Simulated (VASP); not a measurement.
**Na: single point with PBEsol**

Na:

```
CELL_PARAMETERS angstrom
3.76700 0.00000 0.00000
-1.88350 3.26232 0.00000
0.00000 0.00000 6.15400
ATOMIC_POSITIONS crystal
Na 0.65549 0.32378 0.74990
Na 0.32296 0.65856 0.24806
```

This cell differs from its parent crystal: atoms moved at random.

```json
{"Program": "VASP 6.6.1", "Task": "single point", "Functional": "PBEsol", "Potentials or basis": "VASP PAW PBE potentials, release 64 (Na_pv)", "Cutoff": "520 eV", "k mesh": "8 × 8 × 5", "Occupations": "fermi-dirac, width 0.05 eV", "Spin": "no spin polarisation"}
```

The pressure is -0.3 GPa, the largest force is 0.008 eV/Å and the band gap on the k mesh is zero (band 7 reaches 1.68 eV, above the bottom of band 8 at -1.53 eV).

Forces in eV/Å, atoms in the order of the input:
```
Na   0.000  0.001 -0.008
Na   0.000 -0.001  0.008
```

Stress tensor (GPa, compression positive):
```
-0.24  0.00  0.00
 0.00 -0.23  0.00
 0.00  0.00 -0.47
```

Levels at points of the mesh, in eV from the Fermi level:
```tsv
k point	band 4	band 5	band 6	band 7	band 8	band 9	band 10	band 11
(0.00, 0.00, 0.00)	-24.75	-24.75	-24.75	-3.19	0.59	0.99	9.92	9.92
(0.50, 0.00, 0.00)	-24.76	-24.76	-24.75	0.28	0.40	3.86	3.87	4.34
(0.00, 0.50, 0.00)	-24.76	-24.76	-24.75	0.28	0.40	3.86	3.87	4.34
(0.50, 0.50, 0.00)	-24.76	-24.76	-24.75	0.28	0.40	3.86	3.87	4.34
```

Wall time 73 s on 1 thread of Intel(R) Xeon(R) Platinum 8488C (Sapphire Rapids), on a shared host, peak memory 0.26 GiB.

Caveat: the cell differs from its parent crystal (atoms moved at random); the PAW data sets were made with another functional, which shifts forces and pressure a little.
